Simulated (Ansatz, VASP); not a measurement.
**ScAl3N4 in VASP and in Ansatz**

```
CELL_PARAMETERS angstrom
3.16118 0.00000 0.00000
-1.58059 2.73766 0.00000
0.00000 0.00000 10.30055
ATOMIC_POSITIONS crystal
Sc 0.33333 0.66667 0.16156
Al 0.66667 0.33333 0.42917
Al 0.66667 0.33333 0.91874
Al 0.33333 0.66667 0.67325
N 0.66667 0.33333 0.24829
N 0.66667 0.33333 0.73554
N 0.33333 0.66667 0.49067
N 0.00000 0.00000 0.98678
```

Alike in both runs: functional PBE; k mesh 4 × 4 × 2; occupations gaussian, width 0.15 eV; no spin polarisation.

Ansatz relaxed the structure, and its values are those at the end. VASP's run is a single point on that final structure, the one shown.

```csv
,VASP,Ansatz
version,VASP 6.6.1,Ansatz 0.2.0
potentials or method,"VASP PAW PBE potentials, release 64 (Sc_sv, Al, N), cutoff 520 eV","scalar-relativistic, plane waves, PAW"
valence electrons in the cell,40,40
```

```tsv
	VASP	Ansatz	Ansatz less VASP
gap on the k mesh at the Fermi level (eV)	3.03	3.04	+0.004
least direct gap on the mesh (eV)	3.22	3.22	+0.003
pressure (GPa)	0.0	-0.1	-0.09
rms of the force components (eV/Å)	0.026	0.004	-0.0220
```

The functional is the same, so the differences come from potentials, cutoffs and numerics.

The k mesh is coarse, so the values compare programs but aren't converged.
